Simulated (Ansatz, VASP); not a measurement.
# Br: VASP beside Ansatz

Contents of INCAR:

```
SYSTEM = Br
PREC     = Accurate       ! precision mode
ENCUT    = 520            ! plane-wave cutoff, eV
EDIFF    = 1E-6           ! SCF threshold, eV
ISMEAR   = -1             ! smearing method
SIGMA    = 0.1            ! smearing width, eV
LREAL    = .FALSE.        ! projectors in reciprocal space
LASPH    = .TRUE.         ! aspherical terms in the spheres
NELM     = 60             ! most SCF steps
ALGO     = Normal         ! electronic algorithm
ISIF     = 2              ! what is computed and relaxed
LWAVE    = .FALSE.        ! write WAVECAR
LCHARG   = .TRUE.         ! write CHGCAR
GGA      = PE             ! functional
LELF     = .TRUE.         ! ELF
LVHAR    = .TRUE.       
NBANDS   = 10             ! bands
```

Contents of KPOINTS:

```
Automatic mesh
0
G
  12 12 12
  0 0 0
```

Contents of POSCAR:

```
Br
1.0
    2.5897544505      0.0000000000      0.0000000000
    0.0000000000      2.5897544505      0.0000000000
    0.0000000000      0.0000000000      2.5897544505
Br
1
Direct
    0.0000000000      0.0000000000      0.0000000000
```

Input for Ansatz:

```yaml
crystal:
  lattice:
    - [2.5897544505, 0.0, 0.0]
    - [0.0, 2.5897544505, 0.0]
    - [0.0, 0.0, 2.5897544505]
  atoms:
    - { symbol: Br, position: [0.0, 0.0, 0.0] }
kpoints:
  mp_grid: { grid: [12, 12, 12] }
scf:
  occupations: { method: fermi_dirac, width: 0.1 }
hamiltonian:
  xc: pbe
  pseudopotentials: { kind: all_electron, lapw: { basis_error: 0.001 } }
output:
  forces: true
  stress: true
  eigenvalues: true
  populations: true
```

Change from the starting cell: volume scaled by 0.58, LAPW.

Alike in both runs: task single point; functional PBE; k mesh 12 × 12 × 12; occupations fermi-dirac, width 0.1 eV; no spin polarisation.

|  | VASP | Ansatz |
| --- | --- | --- |
| version | VASP 6.6.1 | Ansatz 0.2.0 |
| potentials or method | VASP PAW PBE potentials, release 64 (Br), cutoff 520 eV | all-electron LAPW, scalar-relativistic |

|  | VASP | Ansatz | Ansatz less VASP |
| --- | --- | --- | --- |
| pressure (GPa) | 63.5 | 63.3 | -0.18 |

Both programs put the cell under a high pressure, so it lies far from rest at this level. Ansatz ran all-electron here, and VASP with PAW potentials.

Noted on VASP's run: the cell as given lies far from equilibrium.
